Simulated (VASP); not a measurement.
# BeTe (F-43m) in VASP: further runs, part 2 of 2

VASP 6.6.1. The steps go on from the part before.

### Step 3. Single point, r2SCAN

POSCAR

```
BeTe
1.0
    0.0000000000      2.8284140812      2.8284140812
    2.8284140812      0.0000000000      2.8284140812
    2.8284140812      2.8284140812      0.0000000000
Be Te
1 1
Direct
    0.0000000000      0.0000000000      0.0000000000
    0.7500000000      0.7500000000      0.7500000000
```

INCAR.step1

```
SYSTEM = BeTe
ALGO = Normal
EDIFF = 1E-4
ENCUT = 520
GGA = PE
ISMEAR = -1
LASPH = .True.
LCHARG = .False.
LREAL = .False.
LWAVE = .True.
NBANDS = 11
NELM = 80
PREC = Accurate
SIGMA = 0.1
```

INCAR.step2

```
SYSTEM = BeTe
ALGO = Normal
EDIFF = 1E-6
ENCUT = 520
ISIF = 2
ISMEAR = -1
ISTART = 1
LASPH = .True.
LCHARG = .False.
LMIXTAU = .True.
LREAL = .False.
LWAVE = .False.
METAGGA = R2SCAN
NBANDS = 11
NELM = 80
PREC = Accurate
SIGMA = 0.1
```

KPOINTS

```
k-points
0
Gamma
  10 10 10
  0 0 0
```

Potentials or basis: VASP PAW PBE potentials, release 64 (Be, Te).

Run with:

```sh
cat potpaw_PBE.64/Be/POTCAR potpaw_PBE.64/Te/POTCAR > POTCAR
cp INCAR.step1 INCAR
mpirun -np 1 vasp_std > vasp.out
cp INCAR.step2 INCAR
mpirun -np 1 vasp_std > vasp.out
```

OUTCAR:

```text
SYSTEM = BeTe
   EDIFF = 1E-6
   ENCUT = 520
   ISIF = 2
   ISMEAR = -1
   ISTART = 1
   LASPH = .True.
   LREAL = .False.
   METAGGA = R2SCAN
   NELM = 80
   PREC = Accurate

 ion  position               nearest neighbor table
   1  0.000  0.000  0.000-   2 2.45   2 2.45   2 2.45   2 2.45
   2  0.750  0.750  0.750-   1 2.45   1 2.45   1 2.45   1 2.45

  LATTYP: Found a face centered cubic cell.
 ALAT       =     5.6568281624

  Lattice vectors:

 A1 = (   0.0000000000,   2.8284140812,   2.8284140812)
 A2 = (   2.8284140812,   0.0000000000,   2.8284140812)
 A3 = (   2.8284140812,   2.8284140812,   0.0000000000)

Analysis of symmetry for initial positions (statically):
=====================================================================
 Subroutine PRICEL returns:
 Original cell was already a primitive cell.

 Routine SETGRP: Setting up the symmetry group for a
 face centered cubic supercell.

 Subroutine GETGRP returns: Found 24 space group operations
 (whereof 24 operations were pure point group operations)
 out of a pool of 48 trial point group operations.

The static configuration has the point symmetry T_d .

Analysis of symmetry for dynamics (positions and initial velocities):
=====================================================================
 Subroutine PRICEL returns:
 Original cell was already a primitive cell.

 Routine SETGRP: Setting up the symmetry group for a
 face centered cubic supercell.

 Subroutine GETGRP returns: Found 24 space group operations
 (whereof 24 operations were pure point group operations)
 out of a pool of 48 trial point group operations.

The dynamic configuration has the point symmetry T_d .

 Subroutine INISYM returns: Found 24 space group operations
 (whereof 24 operations are pure point group operations),
 and found     1 'primitive' translations

----------------------------------------------------------------------------------------

                                     Primitive cell

  volume of cell :      45.2542

  direct lattice vectors                    reciprocal lattice vectors
     0.000000000  2.828414081  2.828414081    -0.176777511  0.176777511  0.176777511
     2.828414081  0.000000000  2.828414081     0.176777511 -0.176777511  0.176777511
     2.828414081  2.828414081  0.000000000     0.176777511  0.176777511 -0.176777511

  length of vectors
     3.999981554  3.999981554  3.999981554     0.306187630  0.306187630  0.306187630

  position of ions in fractional coordinates (direct lattice)
     0.000000000  0.000000000  0.000000000
     0.750000000  0.750000000  0.750000000

  ion indices of the primitive-cell ions
   primitive index   ion index
                 1           1
                 2           2

----------------------------------------------------------------------------------------

 KPOINTS: k-points

Automatic generation of k-mesh.
 Grid dimensions read from file:
 generate k-points for:   10   10   10

 Generating k-lattice:

  Cartesian coordinates                     Fractional coordinates (reciprocal lattice)
    -0.017677751  0.017677751  0.017677751     0.100000000  0.000000000  0.000000000
     0.017677751 -0.017677751  0.017677751     0.000000000  0.100000000  0.000000000
     0.017677751  0.017677751 -0.017677751     0.000000000  0.000000000  0.100000000

  Length of vectors
     0.030618763  0.030618763  0.030618763

  Shift w.r.t. Gamma in fractional coordinates (k-lattice)
     0.000000000  0.000000000  0.000000000

 Subroutine IBZKPT returns following result:
 ===========================================

 Found     47 irreducible k-points:

 Following reciprocal coordinates:
            Coordinates               Weight
  0.000000  0.000000  0.000000      1.000000
  0.100000  0.000000  0.000000      8.000000
  0.200000  0.000000  0.000000      8.000000
  0.300000  0.000000  0.000000      8.000000
  0.400000  0.000000  0.000000      8.000000
  0.500000  0.000000  0.000000      4.000000
[... 16 lines left out ...]
  0.300000  0.300000  0.000000      6.000000
  0.400000  0.300000  0.000000     24.000000
 [... further k-points ...]
   k-points           NKPTS =     47   k-points in BZ     NKDIM =     47   number of bands    NBANDS=     11
   number of dos      NEDOS =    301   number of ions     NIONS =      2
   total plane-waves  NPLWV =  27000
   dimension x,y,z NGX =    30 NGY =   30 NGZ =   30
   dimension x,y,z NGXF=    60 NGYF=   60 NGZF=   60
   ions per type =               1   1
   NGX,Y,Z   is equivalent  to a cutoff of  12.47, 12.47, 12.47 a.u.
   NGXF,Y,Z  is equivalent  to a cutoff of  24.94, 24.94, 24.94 a.u.
 SYSTEM =  BeTe
   PREC   = accura    normal or accurate (medium, high low for compatibility)
   ISTART =      1    job   : 0-new  1-cont  2-samecut
   ICHARG =      0    charge: 1-file 2-atom 10-const
   ISPIN  =      1    spin polarized calculation?
   LNONCOLLINEAR =      F non collinear calculations
   LSORBIT =      F    spin-orbit coupling
   LASPH  =      T    aspherical Exc in radial PAW
   ENCUT  =  520.0 eV  38.22 Ry    6.18 a.u.   7.44  7.44  7.44*2*pi/ulx,y,z
   NELM   =     80;   NELMIN=  2; NELMDL=  0     # of ELM steps
   EDIFF  = 0.1E-05   stopping-criterion for ELM
   LREAL  =      F    real-space projection
   EDIFFG = 0.1E-04   stopping-criterion for IOM
   NSW    =      0    number of steps for IOM
   IBRION =     -1    ionic relax: 0-MD 1-quasi-New 2-CG
   NFREE  =      0    steps in history (QN), initial steepest desc. (CG)
   ISIF   =      2    stress and relaxation
   ISYM   =      2    0-nonsym 1-usesym 2-fastsym
   POTIM  = 0.5000    time-step for ionic-motion
   TEBEG  =    0.0;   TEEND  =   0.0 temperature during run
   PSTRESS=    0.0 pullay stress
   NELECT =       8.0000    total number of electrons
   NUPDOWN=      -1.0000    fix difference up-down
   EMIN   =  10.00;   EMAX   =-10.00  energy-range for DOS
   EFERMI =   0.00;   METHOD = LEGACY
   ISMEAR =    -1;   SIGMA  =   0.10  broadening in eV -4-tet -1-fermi 0-gaus
   EFERMI_NEDOS =   21; number of points for ismear=-14 and -15
   IALGO  =     38    algorithm
   IMIX   =      4    mixing-type and parameters
     AMIX     =   0.40;   BMIX     =  1.00
     AMIX_MAG =   1.60;   BMIX_MAG =  1.00
  volume/ion in A,a.u.               =      22.63       152.70
  Fermi-wavevector in a.u.,A,eV,Ry     =   0.918795  1.736270 11.485818  0.844184
  Thomas-Fermi vector in A             =   2.043916
   LORBIT       =      0    0 simple, 1 ext, 2 COOP (PROOUT), +10 PAW based schemes
   METAGGA = R2SCAN    functional components
   LHFCALC =     F    Hartree Fock is set to
   AEXX    =    0.0000 exact exchange contribution
   IVDW    =     0    specifies the selected vdW correction
   LEPSILON=     F    determine dielectric tensor
   LRPA    =     F    only Hartree local field effects (RPA)
 non-spin polarized calculation
  energy-cutoff  :      520.00
  volume of cell :       45.25
 maximum number of plane-waves:      1243
 NGX is ok and might be reduce to    30
   NGX = 15   NGY = 15   NGZ = 15

 number of electron       8.0000000 magnetization

 Free energy of the ion-electron system (eV)
  ---------------------------------------------------
  ext. energy  EPLUGINS =         0.00000000
  ---------------------------------------------------
  free energy    TOTEN  =       -30.68537078 eV

  energy without entropy =      -30.68537046  energy(sigma->0) =      -30.68537062

 E-fermi :   5.9855     XC(G=0):  -9.4240

 val. band max:        4.7886226302   @ k =   0.0000   0.0000   0.0000
 cond. band min:       7.1571001718   @ k =   0.5000   0.5000   0.0000
 fundamental gap:      2.3684775416
 Fermi energy:         5.9854710459

 k-point     1 :       0.0000    0.0000    0.0000
  band No.  band energies     occupation
      1      -7.9084      2.00000
      2       4.7886      1.99999
      3       4.7886      1.99999
      4       4.7886      1.99999
      5       8.8188      0.00000
      6       8.8188      0.00000
      7       8.8188      0.00000
      8       9.1965      0.00000
      9      13.8044      0.00000
     10      15.5095      0.00000
     11      15.5095      0.00000
[... 309 lines left out ...]
 k-point    24 :       0.4000    0.3000    0.0000
  band No.  band energies     occupation
      1      -6.4958      2.00000
      2       0.4219      2.00000
      3       2.2542      2.00000
      4       2.5251      2.00000
      5       7.6729      0.00000
      6       8.8762      0.00000
      7      12.9441      0.00000
      8      13.1350      0.00000
      9      16.2835      0.00000
     10      17.5055      0.00000
     11      17.6560      0.00000

 [... further k-points ...]

------------------------ aborting loop because EDIFF is reached ----------------------------------------

  FORCE on cell =-STRESS in cart. coord.  units (eV):
  Direction    XX          YY          ZZ          XY          YZ          ZX
  --------------------------------------------------------------------------------------
  -------------------------------------------------------------------------------------
  Total        0.0490136      0.0490136      0.0490136      0.0000000      0.0000000      0.0000000
  in kB        1.7352754      1.7352754      1.7352754      0.0000000      0.0000000      0.0000000
  external PRESSURE =       1.7352754 kB  Pullay stress =       0.0000000 kB

 VOLUME and BASIS-vectors are now :
 -----------------------------------------------------------------------------
  energy-cutoff  :      520.00
  volume of cell :       45.25
      direct lattice vectors                 reciprocal lattice vectors
     0.000000000  2.828414081  2.828414081    -0.176777511  0.176777511  0.176777511
     2.828414081  0.000000000  2.828414081     0.176777511 -0.176777511  0.176777511
     2.828414081  2.828414081  0.000000000     0.176777511  0.176777511 -0.176777511

 POSITION                                       TOTAL-FORCE (eV/Angst)
 -----------------------------------------------------------------------------------
      0.00000      0.00000      0.00000         0.000000      0.000000      0.000000
      4.24262      4.24262      4.24262        -0.000000     -0.000000     -0.000000
 -----------------------------------------------------------------------------------
    total drift:                               -0.000000     -0.000000     -0.000000

  FREE ENERGIE OF THE ION-ELECTRON SYSTEM (eV)
  ---------------------------------------------------
  free  energy   TOTEN  =       -30.6853707807 eV

  energy  without entropy=      -30.6853704560  energy(sigma->0) =      -30.68537062
```

OUTCAR.step1:

```text
SYSTEM = BeTe
   EDIFF = 1E-4
   ENCUT = 520
   GGA = PE
   ISMEAR = -1
   LASPH = .True.
   LREAL = .False.
[... 556 lines left out ...]
      0.00000      0.00000      0.00000         0.000000     -0.000000      0.000000
      4.24262      4.24262      4.24262        -0.000000      0.000000     -0.000000
 -----------------------------------------------------------------------------------
    total drift:                               -0.000000     -0.000000     -0.000000

  FREE ENERGIE OF THE ION-ELECTRON SYSTEM (eV)
  ---------------------------------------------------
  free  energy   TOTEN  =        -7.6247687632 eV

  energy  without entropy=       -7.6247670023  energy(sigma->0) =       -7.62476788
```

Wall time 51 s (1 thread of Intel Xeon Platinum 8488C (Sapphire Rapids), shared host); peak memory 0.18 GiB.

What came out:

| Item | Value |
| --- | --- |
| Free energy | -30.6854 eV |
| Pressure | 0.2 GPa |
| Band gap on the k mesh | 2.37 eV (least direct gap 4.03 eV) |

Caveat: the PAW data sets were made with another functional, which shifts forces and pressure a little; spin-orbit coupling is left out, which moves the levels of the heavy elements. A k mesh can miss the band edges.
